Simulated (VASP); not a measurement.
The system is Ge5Pt3.

```
CELL_PARAMETERS angstrom
4.73547 0.00000 0.00000
0.00000 4.73547 0.00000
0.00000 0.00000 4.73547
ATOMIC_POSITIONS crystal
Ge 0.00000 0.00000 0.00000
Ge 0.50000 0.50000 0.50000
Ge 0.00000 0.50000 0.50000
Ge 0.50000 0.00000 0.50000
Ge 0.50000 0.50000 0.00000
Pt 0.50000 0.00000 0.00000
Pt 0.00000 0.50000 0.00000
Pt 0.00000 0.00000 0.50000
```

| Property | Result |
| --- | --- |
| Program | VASP 6.6.1 |
| Task | relaxation of cell and atoms |
| Functional | PBE |
| Potentials or basis | VASP PAW PBE potentials, release 64 (Ge_d, Pt) |
| Cutoff | 500 eV |
| k mesh | 4 × 4 × 4 |
| Occupations | gaussian, width 0.1 eV |
| Spin | no spin polarisation |

At the start: pressure 76.9 GPa; volume 13.27 Å³/atom.

**Question.** Where does the relaxation end?

**Answer.** Over 5 steps the energy falls by 841.5 meV/atom and the volume is 18.08 Å³/atom (+36.2 %); space group Pm-3m (No. 221, to 0.05 Å).

The path:
```csv
step,energy change (eV),largest force (eV/Å),pressure (GPa),volume (Å³)
1,0.0000,0.0000,76.94,106.19
2,0.9733,0.0000,-16.65,237.38
3,-6.6510,0.0000,-4.16,150.74
4,-6.7177,0.0000,-1.84,147.21
5,-6.7321,0.0000,0.06,144.66
```

Final structure:
```
Ge Pt
1.0
     5.24951    0.00000    0.00000
     0.00000    5.24951    0.00000
     0.00000    0.00000    5.24951
Ge Pt
5 3
Direct
  0.00000 0.00000 0.00000
  0.50000 0.50000 0.50000
  0.00000 0.50000 0.50000
  0.50000 0.00000 0.50000
  0.50000 0.50000 0.00000
  0.50000 0.00000 0.00000
  0.00000 0.50000 0.00000
  0.00000 0.00000 0.50000
```

Caveat: the volume moved by over 15 % at a fixed basis, so the end points are rough.
